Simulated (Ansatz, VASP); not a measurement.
## AlN in VASP and in Ansatz

```
Al N
1.0
     3.11100    0.00000    0.00000
    -1.55550    2.69421    0.00000
     0.00000    0.00000    4.98100
Al N
2 2
Direct
  0.33333 0.66667 0.00013
  0.66667 0.33333 0.50013
  0.33333 0.66667 0.38187
  0.66667 0.33333 0.88187
```

Alike in both runs: task single point; functional r2SCAN; k mesh 8 × 8 × 5; occupations gaussian, width 0.03 eV; no spin polarisation.

|  | VASP | Ansatz |
| --- | --- | --- |
| version | VASP 6.6.1 | Ansatz 0.2.0 |
| potentials or method | VASP PAW PBE potentials, release 64 (Al, N) | scalar-relativistic, plane waves, PAW |
| plane-wave cutoff (eV) | 520 | 500 |
| valence electrons in the cell | 16 | 16 |

```tsv
	VASP	Ansatz	Ansatz less VASP
gap on the k mesh at the Fermi level (eV)	4.89	4.85	-0.040
least direct gap on the mesh (eV)	4.89	4.85	-0.040
```

VASP's potentials were made for PBE, not for r2SCAN.
